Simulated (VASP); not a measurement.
# Pt (I4/mmm) in VASP: further runs, part 2 of 2

VASP 6.6.1. The steps go on from the part before.

## Step 3: Single point, r2SCAN (strain +0.015 along x and y, +0.030 along z)

POSCAR reads:

```
Pt
1.0
   -1.5930286872      1.5930286872      1.6165709830
    1.5930286872     -1.5930286872      1.6165709830
    1.5930286872      1.5930286872     -1.6165709830
Pt
1
Direct
    0.0000000000      0.0000000000      0.0000000000
```

INCAR.step1 reads:

```
PREC = Accurate
ENCUT = 520
ISMEAR = 0
SIGMA = 0.15
LREAL = F
LASPH = T
NELM = 60
NBANDS = 11
GGA = PE
ALGO = Normal
EDIFF = 1E-4
LWAVE = T
LCHARG = F
```

INCAR.step2 reads:

```
PREC = Accurate
ENCUT = 520
EDIFF = 1E-7
ISMEAR = 0
SIGMA = 0.15
LREAL = F
LASPH = T
NELM = 60
ALGO = Normal
ISIF = 2
LWAVE = F
LCHARG = F
METAGGA = R2SCAN
LMIXTAU = T
NBANDS = 11
ISTART = 1
```

KPOINTS reads:

```
Automatic mesh
0
Gamma
  26 26 26
```

Potentials or basis: VASP PAW PBE potentials, release 64 (Pt).

The run is started by

```bash
> cat potpaw_PBE.64/Pt/POTCAR > POTCAR
> cp INCAR.step1 INCAR
> mpirun -np 1 vasp_std > vasp.out
> cp INCAR.step2 INCAR
> mpirun -np 1 vasp_std > vasp.out
```

OUTCAR:

```text
PREC = Accurate
   ENCUT = 520
   EDIFF = 1E-7
   ISMEAR = 0
   LREAL = F
   LASPH = T
   NELM = 60
   ISIF = 2
   METAGGA = R2SCAN
   ISTART = 1

 ion  position               nearest neighbor table
   1  0.000  0.000  0.000-

  LATTYP: Found a body centered tetragonal cell.
 ALAT       =     3.1860573744
 C/A-ratio  =     1.0147783251

  Lattice vectors:

 A1 = (  -1.5930286872,   1.5930286872,   1.6165709830)
 A2 = (   1.5930286872,  -1.5930286872,   1.6165709830)
 A3 = (   1.5930286872,   1.5930286872,  -1.6165709830)

Analysis of symmetry for initial positions (statically):
=====================================================================
 Subroutine PRICEL returns:
 Original cell was already a primitive cell.

 Routine SETGRP: Setting up the symmetry group for a
 body centered tetragonal supercell.

 Subroutine GETGRP returns: Found 16 space group operations
 (whereof 16 operations were pure point group operations)
 out of a pool of 16 trial point group operations.

The static configuration has the point symmetry D_4h.

Analysis of symmetry for dynamics (positions and initial velocities):
=====================================================================
 Subroutine PRICEL returns:
 Original cell was already a primitive cell.

 Routine SETGRP: Setting up the symmetry group for a
 body centered tetragonal supercell.

 Subroutine GETGRP returns: Found 16 space group operations
 (whereof 16 operations were pure point group operations)
 out of a pool of 16 trial point group operations.

The dynamic configuration has the point symmetry D_4h.

 Subroutine INISYM returns: Found 16 space group operations
 (whereof 16 operations are pure point group operations),
 and found     1 'primitive' translations

----------------------------------------------------------------------------------------

[... 109 lines left out ...]
     AMIX     =   0.40;   BMIX     =  1.00
     AMIX_MAG =   1.60;   BMIX_MAG =  1.00
  volume/ion in A,a.u.               =      16.41       110.74
  Fermi-wavevector in a.u.,A,eV,Ry     =   1.387951  2.622847 26.210377  1.926408
  Thomas-Fermi vector in A             =   2.512123
   LORBIT       =      0    0 simple, 1 ext, 2 COOP (PROOUT), +10 PAW based schemes
   METAGGA = R2SCAN    functional components
   LHFCALC =     F    Hartree Fock is set to
   AEXX    =    0.0000 exact exchange contribution
   IVDW    =     0    specifies the selected vdW correction
   LEPSILON=     F    determine dielectric tensor
   LRPA    =     F    only Hartree local field effects (RPA)
 non-spin polarized calculation
 Gauss-broadening in eV      SIGMA  =   0.15
  energy-cutoff  :      520.00
  volume of cell :       16.41
 maximum number of plane-waves:       466
 NGX is ok and might be reduce to    24
   NGX = 11   NGY = 11   NGZ = 11

 number of electron      10.0000000 magnetization

 Free energy of the ion-electron system (eV)
  ---------------------------------------------------
  ext. energy  EPLUGINS =         0.00000000
  ---------------------------------------------------
  free energy    TOTEN  =       -51.37833985 eV

  energy without entropy =      -51.36872366  energy(sigma->0) =      -51.37353176

 E-fermi :   9.3158     XC(G=0): -14.0071

 val. band max:        9.3134746624   @ k =  -0.3846  -0.4615   0.0769
 cond. band min:       9.3180478539   @ k =  -0.4615   0.4615   0.4231
 fundamental gap:      0.0045731915
 Fermi energy:         9.3157873406

 k-point     1 :       0.0000    0.0000    0.0000
  band No.  band energies     occupation
      1      -0.0310      2.00000
      2       5.8595      2.00000
      3       5.8595      2.00000
      4       5.9760      2.00000
      5       8.1826      2.00000
      6       8.3245      2.00000
      7      27.2007      0.00000
      8      27.4897      0.00000
      9      27.4897      0.00000
     10      36.7680      0.00000
     11      37.2499      0.00000
[... 309 lines left out ...]
 k-point    24 :       0.3846    0.0385   -0.0000
  band No.  band energies     occupation
      1       2.9461      2.00000
      2       4.6822      2.00000
      3       7.7041      2.00000
      4       8.2266      2.00000
      5       8.6789      2.00000
      6       9.9468      0.00000
      7      17.6819      0.00000
      8      23.9059      0.00000
      9      26.5049      0.00000
     10      33.8771      0.00000
     11      34.1936      0.00000

 [... further k-points ...]
[... 5 lines left out ...]
  --------------------------------------------------------------------------------------
  -------------------------------------------------------------------------------------
  Total       -1.3249114     -1.3249114     -1.2178462      0.0000000      0.0000000      0.0000000
  in kB     -129.3586429   -129.3586429   -118.9052641      0.0000000      0.0000000      0.0000000
  external PRESSURE =    -125.8741833 kB  Pullay stress =       0.0000000 kB

 VOLUME and BASIS-vectors are now :
 -----------------------------------------------------------------------------
  energy-cutoff  :      520.00
  volume of cell :       16.41
      direct lattice vectors                 reciprocal lattice vectors
    -1.593028687  1.593028687  1.616570983     0.000000000  0.313867543  0.309296656
     1.593028687 -1.593028687  1.616570983     0.313867543  0.000000000  0.309296656
     1.593028687  1.593028687 -1.616570983     0.313867543  0.313867543  0.000000000

 POSITION                                       TOTAL-FORCE (eV/Angst)
 -----------------------------------------------------------------------------------
      0.00000      0.00000      0.00000         0.000000      0.000000     -0.000000
 -----------------------------------------------------------------------------------
    total drift:                               -0.000000     -0.000000      0.000000

  FREE ENERGIE OF THE ION-ELECTRON SYSTEM (eV)
  ---------------------------------------------------
  free  energy   TOTEN  =       -51.3783398498 eV

  energy  without entropy=      -51.3687236642  energy(sigma->0) =      -51.37353176
```

Wall time 23 min (1 thread of Oxide Virtual Turin-like, shared host); peak memory 0.33 GiB.

Results:

```yaml
Free_energy: -51.3783 eV
Pressure: -12.6 GPa
Band_gap_on_the_k_mesh: zero (band 5 reaches 10.33 eV, above the bottom of band 6 at 8.15 eV)
```

Stress tensor (GPa, compression positive):
```
-12.94   0.00   0.00
  0.00 -12.94   0.00
  0.00   0.00 -11.89
```

Levels at points of the mesh, in eV from the Fermi level:
```tsv
k point	band 2	band 3	band 4	band 5	band 6	band 7	band 8	band 9
(0.00, 0.00, 0.00)	-3.46	-3.46	-3.34	-1.13	-0.99	17.88	18.17	18.17
(0.50, 0.00, 0.00)	-4.75	-1.29	-0.79	0.54	0.99	6.23	14.10	16.38
(0.50, 0.50, 0.00)	-4.88	-1.13	-0.73	0.63	1.02	6.36	13.92	16.01
(0.50, 0.50, 0.50)	-5.94	0.47	0.51	0.51	7.70	8.15	8.15	12.85
```

Caveat: the cell differs from its parent crystal (strain +0.015 along x and y, +0.030 along z); the PAW data sets were made with another functional, which shifts forces and pressure a little; spin-orbit coupling is left out, which moves the levels of the heavy elements.

## Step 4: Single point, r2SCAN (strain +0.030 along x and y, +0.015 along z)

POSCAR reads:

```
Pt
1.0
   -1.6165709830      1.6165709830      1.5930286872
    1.6165709830     -1.6165709830      1.5930286872
    1.6165709830      1.6165709830     -1.5930286872
Pt
1
Direct
    0.0000000000      0.0000000000      0.0000000000
```

INCAR.step1 reads:

```
SYSTEM = Pt
PREC = Accurate
ENCUT = 520
ISMEAR = 0
SIGMA = 0.15
LREAL = .False.
LASPH = .True.
NELM = 80
NBANDS = 11
GGA = PE
ALGO = Normal
EDIFF = 1E-4
LWAVE = .True.
LCHARG = .False.
```

INCAR.step2 reads:

```
SYSTEM = Pt
PREC = Accurate
ENCUT = 520
EDIFF = 1E-7
ISMEAR = 0
SIGMA = 0.15
LREAL = .False.
LASPH = .True.
NELM = 80
ALGO = Normal
ISIF = 2
LWAVE = .False.
LCHARG = .True.
METAGGA = R2SCAN
LMIXTAU = .True.
LELF = .True.
LVHAR = .True.
NBANDS = 11
ISTART = 1
```

KPOINTS reads:

```
regular mesh
0
Gamma
  26 26 26
  0 0 0
```

Potentials or basis: VASP PAW PBE potentials, release 64 (Pt).

The run is started by

```bash
> cat potpaw_PBE.64/Pt/POTCAR > POTCAR
> cp INCAR.step1 INCAR
> mpirun -np 1 vasp_std > vasp.out
> cp INCAR.step2 INCAR
> mpirun -np 1 vasp_std > vasp.out
```

OUTCAR:

```text
SYSTEM = Pt
   PREC = Accurate
   ENCUT = 520
   EDIFF = 1E-7
   ISMEAR = 0
   LREAL = .False.
   LASPH = .True.
   NELM = 80
   ISIF = 2
   METAGGA = R2SCAN
   ISTART = 1

 ion  position               nearest neighbor table
   1  0.000  0.000  0.000-

  LATTYP: Found a body centered tetragonal cell.
 ALAT       =     3.2331419660
 C/A-ratio  =     0.9854368932

  Lattice vectors:

 A1 = (  -1.6165709830,   1.6165709830,   1.5930286872)
 A2 = (   1.6165709830,  -1.6165709830,   1.5930286872)
 A3 = (   1.6165709830,   1.6165709830,  -1.5930286872)

Analysis of symmetry for initial positions (statically):
=====================================================================
 Subroutine PRICEL returns:
 Original cell was already a primitive cell.

 Routine SETGRP: Setting up the symmetry group for a
 body centered tetragonal supercell.

 Subroutine GETGRP returns: Found 16 space group operations
 (whereof 16 operations were pure point group operations)
 out of a pool of 16 trial point group operations.

The static configuration has the point symmetry D_4h.

Analysis of symmetry for dynamics (positions and initial velocities):
=====================================================================
 Subroutine PRICEL returns:
 Original cell was already a primitive cell.

 Routine SETGRP: Setting up the symmetry group for a
 body centered tetragonal supercell.

 Subroutine GETGRP returns: Found 16 space group operations
 (whereof 16 operations were pure point group operations)
 out of a pool of 16 trial point group operations.

The dynamic configuration has the point symmetry D_4h.

 Subroutine INISYM returns: Found 16 space group operations
 (whereof 16 operations are pure point group operations),
 and found     1 'primitive' translations

----------------------------------------------------------------------------------------

                                     Primitive cell

  volume of cell :      16.6523

  direct lattice vectors                    reciprocal lattice vectors
    -1.616570983  1.616570983  1.593028687     0.000000000  0.309296656  0.313867543
     1.616570983 -1.616570983  1.593028687     0.309296656  0.000000000  0.313867543
     1.616570983  1.616570983 -1.593028687     0.309296656  0.309296656  0.000000000

  length of vectors
     2.786457228  2.786457228  2.786457228     0.440655485  0.440655485  0.437411526

  position of ions in fractional coordinates (direct lattice)
     0.000000000  0.000000000  0.000000000

  ion indices of the primitive-cell ions
   primitive index   ion index
                 1           1

----------------------------------------------------------------------------------------

 KPOINTS: regular mesh

Automatic generation of k-mesh.
 Grid dimensions read from file:
 generate k-points for:   26   26   26

 Generating k-lattice:

  Cartesian coordinates                     Fractional coordinates (reciprocal lattice)
     0.000000000  0.011896025  0.012071829     0.038461538 -0.000000000  0.000000000
     0.011896025  0.000000000  0.012071829    -0.000000000  0.038461538  0.000000000
     0.011896025  0.011896025  0.000000000     0.000000000  0.000000000  0.038461538

  Length of vectors
     0.016948288  0.016948288  0.016823520

  Shift w.r.t. Gamma in fractional coordinates (k-lattice)
     0.000000000  0.000000000  0.000000000

 Subroutine IBZKPT returns following result:
 ===========================================

 Found   1330 irreducible k-points:

 Following reciprocal coordinates:
            Coordinates               Weight
  0.000000  0.000000  0.000000      1.000000
  0.038462  0.000000 -0.000000      8.000000
  0.076923  0.000000 -0.000000      8.000000
  0.115385  0.000000  0.000000      8.000000
  0.153846  0.000000  0.000000      8.000000
  0.192308  0.000000  0.000000      8.000000
[... 16 lines left out ...]
  0.346154  0.038462 -0.000000     16.000000
  0.384615  0.038462  0.000000     16.000000
 [... further k-points ...]
   k-points           NKPTS =   1330   k-points in BZ     NKDIM =   1330   number of bands    NBANDS=     11
   number of dos      NEDOS =    301   number of ions     NIONS =      1
   total plane-waves  NPLWV =  13824
   dimension x,y,z NGX =    24 NGY =   24 NGZ =   24
   dimension x,y,z NGXF=    48 NGYF=   48 NGZF=   48
   ions per type =               1
   NGX,Y,Z   is equivalent  to a cutoff of  14.32, 14.32, 14.32 a.u.
   NGXF,Y,Z  is equivalent  to a cutoff of  28.64, 28.64, 28.64 a.u.
 SYSTEM =  Pt
   PREC   = accura    normal or accurate (medium, high low for compatibility)
   ISTART =      1    job   : 0-new  1-cont  2-samecut
   ICHARG =      0    charge: 1-file 2-atom 10-const
   ISPIN  =      1    spin polarized calculation?
   LNONCOLLINEAR =      F non collinear calculations
   LSORBIT =      F    spin-orbit coupling
   LASPH  =      T    aspherical Exc in radial PAW
   ENCUT  =  520.0 eV  38.22 Ry    6.18 a.u.   5.18  5.18  5.18*2*pi/ulx,y,z
   NELM   =     80;   NELMIN=  2; NELMDL=  0     # of ELM steps
   EDIFF  = 0.1E-06   stopping-criterion for ELM
   LREAL  =      F    real-space projection
   EDIFFG = 0.1E-05   stopping-criterion for IOM
   NSW    =      0    number of steps for IOM
   IBRION =     -1    ionic relax: 0-MD 1-quasi-New 2-CG
   NFREE  =      0    steps in history (QN), initial steepest desc. (CG)
   ISIF   =      2    stress and relaxation
   ISYM   =      2    0-nonsym 1-usesym 2-fastsym
   POTIM  = 0.5000    time-step for ionic-motion
   TEBEG  =    0.0;   TEEND  =   0.0 temperature during run
   PSTRESS=    0.0 pullay stress
   NELECT =      10.0000    total number of electrons
   NUPDOWN=      -1.0000    fix difference up-down
   EMIN   =  10.00;   EMAX   =-10.00  energy-range for DOS
   EFERMI =   0.00;   METHOD = LEGACY
   ISMEAR =     0;   SIGMA  =   0.15  broadening in eV -4-tet -1-fermi 0-gaus
   EFERMI_NEDOS =   21; number of points for ismear=-14 and -15
   IALGO  =     38    algorithm
   IMIX   =      4    mixing-type and parameters
     AMIX     =   0.40;   BMIX     =  1.00
     AMIX_MAG =   1.60;   BMIX_MAG =  1.00
  volume/ion in A,a.u.               =      16.65       112.37
  Fermi-wavevector in a.u.,A,eV,Ry     =   1.381181  2.610053 25.955286  1.907660
  Thomas-Fermi vector in A             =   2.505989
   LORBIT       =      0    0 simple, 1 ext, 2 COOP (PROOUT), +10 PAW based schemes
   METAGGA = R2SCAN    functional components
   LHFCALC =     F    Hartree Fock is set to
   AEXX    =    0.0000 exact exchange contribution
   IVDW    =     0    specifies the selected vdW correction
   LEPSILON=     F    determine dielectric tensor
   LRPA    =     F    only Hartree local field effects (RPA)
 non-spin polarized calculation
 Gauss-broadening in eV      SIGMA  =   0.15
  energy-cutoff  :      520.00
  volume of cell :       16.65
 maximum number of plane-waves:       466
 NGX is ok and might be reduce to    24
   NGX = 11   NGY = 11   NGZ = 11

 number of electron      10.0000001 magnetization

 Free energy of the ion-electron system (eV)
  ---------------------------------------------------
  ext. energy  EPLUGINS =         0.00000000
  ---------------------------------------------------
  free energy    TOTEN  =       -51.35738093 eV

  energy without entropy =      -51.34747840  energy(sigma->0) =      -51.35242966

 E-fermi :   9.0683     XC(G=0): -13.9039

 val. band max:        9.0664807714   @ k =  -0.0769   0.3846   0.0769
 cond. band min:       9.0688216616   @ k =  -0.3462  -0.3462   0.2308
 fundamental gap:      0.0023408901
 Fermi energy:         9.0683452241

 k-point     1 :       0.0000    0.0000    0.0000
  band No.  band energies     occupation
      1      -0.1256      2.00000
      2       5.6498      2.00000
      3       5.7658      2.00000
      4       5.7658      2.00000
      5       7.9584      2.00000
      6       8.1012      2.00000
      7      27.0437      0.00000
      8      27.0437      0.00000
      9      27.3384      0.00000
     10      36.4388      0.00000
     11      36.4388      0.00000

 k-point     2 :       0.0385    0.0000   -0.0000
  band No.  band energies     occupation
      1      -0.0653      2.00000
      2       5.6531      2.00000
      3       5.7661      2.00000
      4       5.7866      2.00000
      5       7.9525      2.00000
      6       8.0803      2.00000
      7      27.0801      0.00000
      8      27.1290      0.00000
      9      27.3638      0.00000
     10      35.3112      0.00000
     11      35.8598      0.00000
[... 295 lines left out ...]
 k-point    24 :       0.3846    0.0385    0.0000
  band No.  band energies     occupation
      1       2.8508      2.00000
      2       4.4585      2.00000
      3       7.5329      2.00000
      4       8.1537      2.00000
      5       8.4634      2.00000
      6       9.6921      0.00000
      7      17.4029      0.00000
      8      23.5236      0.00000
      9      25.8822      0.00000
     10      33.2756      0.00000
     11      33.6348      0.00000

 [... further k-points ...]
[... 5 lines left out ...]
  --------------------------------------------------------------------------------------
  -------------------------------------------------------------------------------------
  Total       -1.5453506     -1.5453506     -1.6598370      0.0000000      0.0000000     -0.0000000
  in kB     -148.6840742   -148.6840742   -159.6992523      0.0000000      0.0000000     -0.0000000
  external PRESSURE =    -152.3558002 kB  Pullay stress =       0.0000000 kB

 VOLUME and BASIS-vectors are now :
 -----------------------------------------------------------------------------
  energy-cutoff  :      520.00
  volume of cell :       16.65
      direct lattice vectors                 reciprocal lattice vectors
    -1.616570983  1.616570983  1.593028687     0.000000000  0.309296656  0.313867543
     1.616570983 -1.616570983  1.593028687     0.309296656  0.000000000  0.313867543
     1.616570983  1.616570983 -1.593028687     0.309296656  0.309296656  0.000000000

 POSITION                                       TOTAL-FORCE (eV/Angst)
 -----------------------------------------------------------------------------------
      0.00000      0.00000      0.00000         0.000000      0.000000     -0.000000
 -----------------------------------------------------------------------------------
    total drift:                                0.000000     -0.000000     -0.000000

  FREE ENERGIE OF THE ION-ELECTRON SYSTEM (eV)
  ---------------------------------------------------
  free  energy   TOTEN  =       -51.3573809329 eV

  energy  without entropy=      -51.3474783964  energy(sigma->0) =      -51.35242966
```

OSZICAR.step1:

```text
N       E                     dE             d eps       ncg     rms          rms(c)
DAV:   1     0.392165476777E+02    0.39217E+02   -0.52838E+03 29884   0.836E+02
DAV:   2    -0.573406124986E+01   -0.44951E+02   -0.42968E+02 33250   0.172E+02
DAV:   3    -0.634219745990E+01   -0.60814E+00   -0.60547E+00 34366   0.191E+01
DAV:   4    -0.634465882128E+01   -0.24614E-02   -0.24612E-02 33850   0.143E+00
DAV:   5    -0.634468016796E+01   -0.21347E-04   -0.21346E-04 34555   0.125E-01    0.936E+00
DAV:   6    -0.600778543241E+01    0.33689E+00   -0.87676E-01 31288   0.713E+00    0.496E+00
DAV:   7    -0.598226990637E+01    0.25516E-01   -0.95511E-02 33539   0.232E+00    0.228E+00
DAV:   8    -0.597995455682E+01    0.23153E-02   -0.32875E-03 31688   0.482E-01    0.457E-01
DAV:   9    -0.597981100891E+01    0.14355E-03   -0.96607E-05 26978   0.847E-02    0.434E-02
DAV:  10    -0.597981299824E+01   -0.19893E-05   -0.31035E-06 16793   0.154E-02
   1 F= -.59798130E+01 E0= -.59742724E+01  d E =-.110811E-01
```

Wall time 22 min (1 thread of Oxide Virtual Turin-like, shared host); peak memory 0.32 GiB.

Results:

```
Free energy            : -51.3574 eV
Pressure               : -15.2 GPa
Band gap on the k mesh : zero (band 5 reaches 10.04 eV, above the bottom of band 6 at 7.93 eV)
```

Caveat: the cell differs from its parent crystal (strain +0.030 along x and y, +0.015 along z); the PAW data sets were made with another functional, which shifts forces and pressure a little; spin-orbit coupling is left out, which moves the levels of the heavy elements.

## Step 5: The runs side by side

| cell | gap on the mesh (eV) | pressure (GPa) |
| --- | --- | --- |
| a = 2.773 Å, angles 108.7, 108.7, 111.1°, 1 atom | none | -12.6 |
| a = 2.773 Å, angles 109.9, 109.9, 108.7°, 1 atom | none | -12.6 |
| a = 2.786 Å, angles 109.1, 109.1, 110.3°, 1 atom | none | -15.2 |

Alike in all rows: task single point; level r2SCAN; potentials or basis VASP PAW PBE potentials, release 64 (Pt); no spin polarisation; k mesh 26 × 26 × 26; cutoff (eV) 520; smearing gaussian 0.15 eV.

Caveats: the PAW data sets were made with another functional, which shifts forces and pressure a little; spin-orbit coupling is left out, which moves the levels of the heavy elements.

Total energies depend on the potentials used, so only differences within one code and one set of settings carry meaning.
